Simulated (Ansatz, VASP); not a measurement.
**Two plane-wave programs on Sr2MgAl3**

```
Sr Mg Al
1.0
     6.02004    0.00000    0.00000
    -3.01002    5.21350    0.00000
     0.00000    0.00000    9.60498
Sr Mg Al
4 2 6
Direct
  0.33333 0.66667 0.06853
  0.66667 0.33333 0.56853
  0.33333 0.66667 0.43147
  0.66667 0.33333 0.93147
  0.00000 0.00000 0.00000
  0.00000 0.00000 0.50000
  0.82707 0.65414 0.25000
  0.17293 0.82707 0.75000
  0.34586 0.17293 0.25000
  0.17293 0.34586 0.75000
  0.82707 0.17293 0.25000
  0.65414 0.82707 0.75000
```

Alike in both runs: functional r2SCAN; k mesh 6 × 6 × 3; occupations fermi-dirac, width 0.1 eV; no spin polarisation.

Ansatz relaxed the structure, and its values are those at the end. VASP's run is a single point on that final structure, the one shown.

|  | VASP | Ansatz |
| --- | --- | --- |
| version | VASP 6.6.1 | Ansatz 0.2.0 |
| potentials or method | VASP PAW PBE potentials, release 64 (Sr_sv, Mg, Al), cutoff 520 eV | PAW plane waves |
| valence electrons in the cell | 62 | 78 |

```csv
,VASP,Ansatz,Ansatz less VASP
gap on the k mesh at the Fermi level (eV),none,none,-
pressure (GPa),-0.1,0.0,+0.06
```

VASP's potentials were made for PBE, not for r2SCAN. A gap of «none» marks a metal or a gap that the smearing closes. VASP's potentials hold 62 valence electrons a cell and Ansatz's 78, so a difference there can come from the potentials and not from the codes.
